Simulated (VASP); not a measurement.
# Ti (Im-3m) in VASP: further runs

The runs below take Ti through single point, with RPBE.

Program: VASP 6.6.1. These are calculated values, not measurements. Logs are shortened: lines on timing, memory, paths and dates and some standing lists are left out, and cuts for length are marked.

## (1) The cell of the first run

Symmetry: Im-3m, No. 229, cubic system. The conventional cell has a = 3.204 Å, b = 3.204 Å, c = 3.204 Å, α = 90.00°, β = 90.00°, γ = 90.00°. Within 3.7 Å of Ti (site symmetry m-3m) lie 14 Ti at 2.77 to 3.20 Å.

## (2) Single point, RPBE (volume scaled by 0.92)

INCAR reads:

```
SYSTEM = Ti
PREC = Accurate
ENCUT = 520
EDIFF = 1E-7
ISMEAR = -1
SIGMA = 0.1
LREAL = .False.
LASPH = .True.
NELM = 100
ALGO = Normal
ISIF = 2
LWAVE = .False.
LCHARG = .False.
GGA = RP
NBANDS = 12
```

KPOINTS reads:

```
regular mesh
0
Gamma
  15 15 15
  0 0 0
```

POSCAR reads:

```
Ti
1.0
   -1.6017736569      1.6017736569      1.6017736569
    1.6017736569     -1.6017736569      1.6017736569
    1.6017736569      1.6017736569     -1.6017736569
Ti
1
Direct
    0.0000000000      0.0000000000      0.0000000000
```

Potentials or basis: VASP PAW PBE potentials, release 64 (Ti_sv).

Run with:

```sh
cat potpaw_PBE.64/Ti_sv/POTCAR > POTCAR
mpirun -np 1 vasp_std > vasp.out
```

OUTCAR:

```text
SYSTEM = Ti
   PREC = Accurate
   ENCUT = 520
   EDIFF = 1E-7
   ISMEAR = -1
   LREAL = .False.
   LASPH = .True.
   NELM = 100
   ISIF = 2
   GGA = RP

 ion  position               nearest neighbor table
   1  0.000  0.000  0.000-

  LATTYP: Found a body centered cubic cell.
 ALAT       =     3.2035473138

  Lattice vectors:

 A1 = (  -1.6017736569,   1.6017736569,   1.6017736569)
 A2 = (   1.6017736569,  -1.6017736569,   1.6017736569)
 A3 = (   1.6017736569,   1.6017736569,  -1.6017736569)

Analysis of symmetry for initial positions (statically):
=====================================================================
 Subroutine PRICEL returns:
 Original cell was already a primitive cell.

 Routine SETGRP: Setting up the symmetry group for a
 body centered cubic supercell.

 Subroutine GETGRP returns: Found 48 space group operations
[... 9 lines left out ...]

 Routine SETGRP: Setting up the symmetry group for a
 body centered cubic supercell.

 Subroutine GETGRP returns: Found 48 space group operations
 (whereof 48 operations were pure point group operations)
 out of a pool of 48 trial point group operations.

The dynamic configuration has the point symmetry O_h .

 Subroutine INISYM returns: Found 48 space group operations
 (whereof 48 operations are pure point group operations),
 and found     1 'primitive' translations

----------------------------------------------------------------------------------------

                                     Primitive cell

  volume of cell :      16.4385

  direct lattice vectors                    reciprocal lattice vectors
    -1.601773657  1.601773657  1.601773657     0.000000000  0.312153966  0.312153966
     1.601773657 -1.601773657  1.601773657     0.312153966  0.000000000  0.312153966
     1.601773657  1.601773657 -1.601773657     0.312153966  0.312153966  0.000000000

  length of vectors
     2.774353356  2.774353356  2.774353356     0.441452373  0.441452373  0.441452373

  position of ions in fractional coordinates (direct lattice)
     0.000000000  0.000000000  0.000000000

  ion indices of the primitive-cell ions
   primitive index   ion index
                 1           1

----------------------------------------------------------------------------------------

 KPOINTS: regular mesh

Automatic generation of k-mesh.
 Grid dimensions read from file:
 generate k-points for:   15   15   15

 Generating k-lattice:

  Cartesian coordinates                     Fractional coordinates (reciprocal lattice)
     0.000000000  0.020810264  0.020810264     0.066666667  0.000000000  0.000000000
     0.020810264  0.000000000  0.020810264     0.000000000  0.066666667  0.000000000
     0.020810264  0.020810264  0.000000000     0.000000000  0.000000000  0.066666667

  Length of vectors
     0.029430158  0.029430158  0.029430158

  Shift w.r.t. Gamma in fractional coordinates (k-lattice)
     0.000000000  0.000000000  0.000000000

 Subroutine IBZKPT returns following result:
 ===========================================

 Found    120 irreducible k-points:

 Following reciprocal coordinates:
            Coordinates               Weight
  0.000000  0.000000  0.000000      1.000000
  0.066667  0.000000  0.000000     12.000000
  0.133333  0.000000  0.000000     12.000000
  0.200000  0.000000  0.000000     12.000000
  0.266667  0.000000  0.000000     12.000000
  0.333333  0.000000  0.000000     12.000000
[... 16 lines left out ...]
  0.333333  0.200000 -0.000000     48.000000
  0.400000  0.200000  0.000000     24.000000
 [... further k-points ...]
   k-points           NKPTS =    120   k-points in BZ     NKDIM =    120   number of bands    NBANDS=     12
   number of dos      NEDOS =    301   number of ions     NIONS =      1
   total plane-waves  NPLWV =  13824
   dimension x,y,z NGX =    24 NGY =   24 NGZ =   24
   dimension x,y,z NGXF=    48 NGYF=   48 NGZF=   48
   ions per type =               1
   NGX,Y,Z   is equivalent  to a cutoff of  14.38, 14.38, 14.38 a.u.
   NGXF,Y,Z  is equivalent  to a cutoff of  28.76, 28.76, 28.76 a.u.
 SYSTEM =  Ti
   PREC   = accura    normal or accurate (medium, high low for compatibility)
   ISTART =      0    job   : 0-new  1-cont  2-samecut
   ICHARG =      2    charge: 1-file 2-atom 10-const
   ISPIN  =      1    spin polarized calculation?
   LNONCOLLINEAR =      F non collinear calculations
   LSORBIT =      F    spin-orbit coupling
   LASPH  =      T    aspherical Exc in radial PAW
   ENCUT  =  520.0 eV  38.22 Ry    6.18 a.u.   5.16  5.16  5.16*2*pi/ulx,y,z
   NELM   =    100;   NELMIN=  2; NELMDL= -5     # of ELM steps
   EDIFF  = 0.1E-06   stopping-criterion for ELM
   LREAL  =      F    real-space projection
   EDIFFG = 0.1E-05   stopping-criterion for IOM
   NSW    =      0    number of steps for IOM
   IBRION =     -1    ionic relax: 0-MD 1-quasi-New 2-CG
   NFREE  =      0    steps in history (QN), initial steepest desc. (CG)
   ISIF   =      2    stress and relaxation
   ISYM   =      2    0-nonsym 1-usesym 2-fastsym
   POTIM  = 0.5000    time-step for ionic-motion
   TEBEG  =    0.0;   TEEND  =   0.0 temperature during run
   PSTRESS=    0.0 pullay stress
   NELECT =      12.0000    total number of electrons
   NUPDOWN=      -1.0000    fix difference up-down
   EMIN   =  10.00;   EMAX   =-10.00  energy-range for DOS
   EFERMI =   0.00;   METHOD = LEGACY
   ISMEAR =    -1;   SIGMA  =   0.10  broadening in eV -4-tet -1-fermi 0-gaus
   EFERMI_NEDOS =   21; number of points for ismear=-14 and -15
   IALGO  =     38    algorithm
   IMIX   =      4    mixing-type and parameters
     AMIX     =   0.40;   BMIX     =  1.00
     AMIX_MAG =   1.60;   BMIX_MAG =  1.00
  volume/ion in A,a.u.               =      16.44       110.93
  Fermi-wavevector in a.u.,A,eV,Ry     =   1.474056  2.785563 29.563314  2.172842
  Thomas-Fermi vector in A             =   2.588874
   LORBIT       =      0    0 simple, 1 ext, 2 COOP (PROOUT), +10 PAW based schemes
   GGA     = RP    functional components
   LHFCALC =     F    Hartree Fock is set to
   AEXX    =    0.0000 exact exchange contribution
   IVDW    =     0    specifies the selected vdW correction
   LEPSILON=     F    determine dielectric tensor
   LRPA    =     F    only Hartree local field effects (RPA)
 non-spin polarized calculation
  energy-cutoff  :      520.00
  volume of cell :       16.44
 maximum number of plane-waves:       458
 NGX is ok and might be reduce to    24
   NGX = 11   NGY = 11   NGZ = 11

 number of electron      12.0000002 magnetization

 Free energy of the ion-electron system (eV)
  ---------------------------------------------------
  ext. energy  EPLUGINS =         0.00000000
  ---------------------------------------------------
  free energy    TOTEN  =        -7.32413582 eV

  energy without entropy =       -7.25236820  energy(sigma->0) =       -7.28825201

 E-fermi :   8.7880     XC(G=0): -11.6477

 val. band max:        8.7846432070   @ k =  -0.3333  -0.4667   0.0667
 cond. band min:       8.7961317486   @ k =   0.3333   0.2000   0.0667
 fundamental gap:      0.0114885416
 Fermi energy:         8.7880480866

 k-point     1 :       0.0000    0.0000    0.0000
  band No.  band energies     occupation
      1     -47.7781      2.00000
      2     -23.4990      2.00000
      3     -23.4990      2.00000
      4     -23.4990      2.00000
      5       2.6944      2.00000
      6       9.8383      0.00005
      7       9.8383      0.00005
      8       9.8383      0.00005
      9      11.7099      0.00000
     10      11.7099      0.00000
     11      26.5552      0.00000
     12      26.5552      0.00000

 k-point     2 :       0.0667    0.0000    0.0000
  band No.  band energies     occupation
      1     -47.7712      2.00000
      2     -23.5350      2.00000
      3     -23.5099      2.00000
      4     -23.4992      2.00000
      5       2.8548      2.00000
      6       9.7628      0.00012
      7       9.8166      0.00007
      8       9.9567      0.00002
      9      11.6211      0.00000
     10      11.7142      0.00000
     11      26.3516      0.00000
     12      26.5483      0.00000

 k-point     3 :       0.1333    0.0000    0.0000
  band No.  band energies     occupation
      1     -47.7516      2.00000
      2     -23.6359      2.00000
      3     -23.5406      2.00000
      4     -23.5000      2.00000
      5       3.3182      2.00000
      6       9.5560      0.00092
      7       9.7129      0.00019
      8      10.3022      0.00000
      9      11.4459      0.00000
     10      11.7318      0.00000
     11      25.6666      0.00000
     12      26.3562      0.00000

 k-point     4 :       0.2000    0.0000    0.0000
  band No.  band energies     occupation
      1     -47.7227      2.00000
      2     -23.7824      2.00000
      3     -23.5856      2.00000
      4     -23.5011      2.00000
      5       4.0275      2.00000
      6       9.2676      0.01640
      7       9.4751      0.00207
      8      10.8444      0.00000
      9      11.3638      0.00000
     10      11.7720      0.00000
     11      24.4144      0.00000
     12      25.7019      0.00000

 k-point     5 :       0.2667    0.0000    0.0000
  band No.  band energies     occupation
      1     -47.6892      2.00000
      2     -23.9475      2.00000
      3     -23.6369      2.00000
      4     -23.5024      2.00000
      5       4.8660      2.00000
      6       8.9570      0.31156
      7       9.2047      0.03054
      8      11.4310      0.00000
      9      11.5273      0.00000
     10      11.8407      0.00000
     11      22.7307      0.00000
     12      24.7198      0.00000

 k-point     6 :       0.3333    0.0000    0.0000
  band No.  band energies     occupation
      1     -47.6571      2.00000
      2     -24.1024      2.00000
      3     -23.6855      2.00000
      4     -23.5037      2.00000
      5       5.6203      2.00000
      6       8.6779      1.50124
      7       9.1577      0.04841
      8      11.5686      0.00000
      9      11.9312      0.00000
     10      12.2611      0.00000
     11      20.9203      0.00000
     12      23.7441      0.00000

 k-point     7 :       0.4000    0.0000    0.0000
  band No.  band energies     occupation
      1     -47.6318      2.00000
      2     -24.2215      2.00000
      3     -23.7232      2.00000
      4     -23.5047      2.00000
      5       6.0524      2.00000
      6       8.4703      1.91995
      7       9.5134      0.00141
      8      11.6815      0.00000
      9      12.0209      0.00000
     10      12.9109      0.00000
     11      19.3166      0.00000
     12      22.9926      0.00000

 k-point     8 :       0.4667    0.0000    0.0000
  band No.  band energies     occupation
      1     -47.6179      2.00000
      2     -24.2861      2.00000
      3     -23.7438      2.00000
      4     -23.5053      2.00000
      5       6.1854      2.00000
      6       8.3603      1.97263
      7       9.9865      0.00001
      8      11.7142      0.00000
      9      12.0780      0.00000
     10      13.3051      0.00000
     11      18.3150      0.00000
     12      22.5869      0.00000
[... 166 lines left out ...]
 k-point    20 :       0.4000    0.1333    0.0000
  band No.  band energies     occupation
      1     -47.6114      2.00000
      2     -24.2426      2.00000
      3     -23.7888      2.00000
      4     -23.5498      2.00000
      5       6.5779      2.00000
      6       8.3773      1.96763
      7       9.3352      0.00837
      8      11.6321      0.00000
      9      12.2706      0.00000
     10      14.0462      0.00000
     11      18.2468      0.00000
     12      21.9713      0.00000

 k-point    21 :       0.2000    0.2000    0.0000
  band No.  band energies     occupation
      1     -47.6493      2.00000
      2     -24.0731      2.00000
      3     -23.7106      2.00000
      4     -23.5609      2.00000
      5       6.0334      2.00000
      6       8.5081      1.88533
      7       8.8587      0.66079
      8      11.2939      0.00000
      9      12.0986      0.00000
     10      12.8014      0.00000
     11      21.9856      0.00000
     12      22.1494      0.00000

 k-point    22 :       0.2667    0.2000    0.0000
  band No.  band energies     occupation
      1     -47.6255      2.00000
      2     -24.1420      2.00000
      3     -23.7822      2.00000
      4     -23.5715      2.00000
      5       6.6822      2.00000
      6       8.3029      1.98449
      7       8.7981      0.94958
      8      11.4467      0.00000
      9      12.1541      0.00000
     10      13.6974      0.00000
     11      20.2654      0.00000
     12      21.3624      0.00000

 k-point    23 :       0.3333    0.2000   -0.0000
  band No.  band energies     occupation
      1     -47.6094      2.00000
      2     -24.1824      2.00000
      3     -23.8389      2.00000
      4     -23.5766      2.00000
      5       6.9712      2.00000
      6       8.3066      1.98391
      7       8.8480      0.70880
      8      11.6019      0.00000
      9      12.2082      0.00000
     10      14.5556      0.00000
     11      18.7163      0.00000
     12      20.8491      0.00000

 k-point    24 :       0.4000    0.2000    0.0000
  band No.  band energies     occupation
      1     -47.6036      2.00000
      2     -24.1952      2.00000
      3     -23.8604      2.00000
      4     -23.5782      2.00000
      5       7.0173      2.00000
      6       8.3344      1.97880
      7       8.9144      0.44087
      8      11.6559      0.00000
      9      12.2518      0.00000
     10      15.0079      0.00000
     11      17.9990      0.00000
     12      20.6548      0.00000

 [... further k-points ...]
[... 5 lines left out ...]
  --------------------------------------------------------------------------------------
  -------------------------------------------------------------------------------------
  Total        0.9350403      0.9350403      0.9350403     -0.0000000     -0.0000000      0.0000000
  in kB       91.1333770     91.1333770     91.1333770     -0.0000000     -0.0000000      0.0000000
  external PRESSURE =      91.1333770 kB  Pullay stress =       0.0000000 kB

 VOLUME and BASIS-vectors are now :
 -----------------------------------------------------------------------------
  energy-cutoff  :      520.00
  volume of cell :       16.44
      direct lattice vectors                 reciprocal lattice vectors
    -1.601773657  1.601773657  1.601773657     0.000000000  0.312153966  0.312153966
     1.601773657 -1.601773657  1.601773657     0.312153966  0.000000000  0.312153966
     1.601773657  1.601773657 -1.601773657     0.312153966  0.312153966  0.000000000

 POSITION                                       TOTAL-FORCE (eV/Angst)
 -----------------------------------------------------------------------------------
      0.00000      0.00000      0.00000         0.000000      0.000000      0.000000
 -----------------------------------------------------------------------------------
    total drift:                               -0.000000      0.000000      0.000000

  FREE ENERGIE OF THE ION-ELECTRON SYSTEM (eV)
  ---------------------------------------------------
  free  energy   TOTEN  =        -7.3241358170 eV

  energy  without entropy=       -7.2523682002  energy(sigma->0) =       -7.28825201
```

Run time: 47 s. Hardware: 1 thread of AMD EPYC 7R13, shared host; peak memory 0.12 GiB.

Results:

```yaml
Free_energy: -7.3241 eV
Pressure: 9.1 GPa
Band_gap_on_the_k_mesh: zero (band 6 reaches 9.84 eV, above the bottom of band 7 at 8.09 eV)
```

Caveat: the PAW data sets were made with another functional, which shifts forces and pressure a little.

(Continued in part 2 of 2.)
